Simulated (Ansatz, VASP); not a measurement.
This is a calculation of InO for VASP 6.6.1.

INCAR

```
  PREC = Accurate
  ENCUT = 520
  EDIFF = 1E-6
  ISMEAR = -1
  SIGMA = 0.05
  LREAL = F
  LASPH = T
  NELM = 80
  ALGO = Normal
  ISIF = 2
  LWAVE = F
  LCHARG = F
  GGA = PE
  NBANDS = 16
```

The input KPOINTS:

```
Automatic mesh
0
Gamma
  9 9 1
```

Contents of POSCAR:

```
InO
1.0
    3.5514100000      0.0000000000      0.0000000000
   -1.7757000000      3.0756100000      0.0000000000
    0.0000000000      0.0000000000     25.9136200000
In O
1 1
Direct
    0.0000000000      0.0000000000      0.3201900000
    0.6666700000      0.3333300000      0.2972500000
```

Potentials or basis: VASP PAW PBE potentials, release 64 (In_d, O).

Run with:

```bash
$ cat potpaw_PBE.64/In_d/POTCAR potpaw_PBE.64/O/POTCAR > POTCAR
$ mpirun -np 1 vasp_std > vasp.out
```

Q: Translate it to Ansatz 0.2.0. Potentials there: all-electron LAPW, scalar-relativistic.

A: As run (the cutoff follows the program's own potentials):

input.yaml

```yaml
crystal:
  lattice:
    - [3.55141, 0.0, 0.0]
    - [-1.7757, 3.07561, 0.0]
    - [0.0, 0.0, 25.91362]
  atoms:
    - { symbol: In, position: [0.0, 0.0, 0.32019] }
    - { symbol: O, position: [0.66667, 0.33333, 0.29725] }
kpoints:
  mp_grid: { grid: [9, 9, 1] }
scf:
  occupations: { method: fermi_dirac, width: 0.05 }
hamiltonian:
  xc: pbe
  pseudopotentials: { kind: all_electron, lapw: { basis_error: 0.001 } }
output:
  forces: true
  stress: true
  eigenvalues: true
  populations: true
```

Potentials or basis: all-electron LAPW, scalar-relativistic.

The run is started by

```sh
$ ansatz run input.yaml --threads 4 --pin off --max-ram 12288MiB --backend cpu --events-out ev --progress --plain --runs-dir out
```

Both were run:

|  | VASP | Ansatz | Ansatz less VASP |
| --- | --- | --- | --- |
| gap on the k mesh at the Fermi level (eV) | none | none | - |
| rms of the force components (eV/Å) | 0.023 | 0.009 | -0.0138 |

Atom by atom the forces differ by 0.014 eV/Å (rms over components). A gap of «none» marks a metal or a gap that the smearing closes. Ansatz ran all-electron here, and VASP with PAW potentials.
